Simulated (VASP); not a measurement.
A run of VASP 6.6.1 is set up as follows.

INCAR

```
PREC = Accurate
ENCUT = 520
EDIFF = 1E-6
ISMEAR = -1
SIGMA = 0.1
LREAL = F
LASPH = T
NELM = 80
ALGO = Normal
ISIF = 2
LWAVE = F
LCHARG = F
GGA = PS
NBANDS = 11
```

File KPOINTS:

```
regular mesh
0
Gamma
  15 15 15
```

Contents of POSCAR:

```
BP
1.0
    0.0000000000      1.7574065251      1.7574065251
    1.7574065251      0.0000000000      1.7574065251
    1.7574065251      1.7574065251      0.0000000000
B P
1 1
Direct
    0.0000000000      0.0000000000      0.0000000000
    0.5000000000      0.5000000000      0.5000000000
```

Potentials or basis: VASP PAW PBE potentials, release 64 (B, P).

The run is started by

```bash
$ cat potpaw_PBE.64/B/POTCAR potpaw_PBE.64/P/POTCAR > POTCAR
$ mpirun -np 1 vasp_std > vasp.out
```

(1) What does it give for the pressure?

(2) Predict the band gap on the k mesh.

Answers

(1) 293.1 GPa.

(2) zero (band 4 reaches 21.45 eV, above the bottom of band 5 at 18.99 eV).

Caveat: the PAW data sets were made with another functional, which shifts forces and pressure a little.
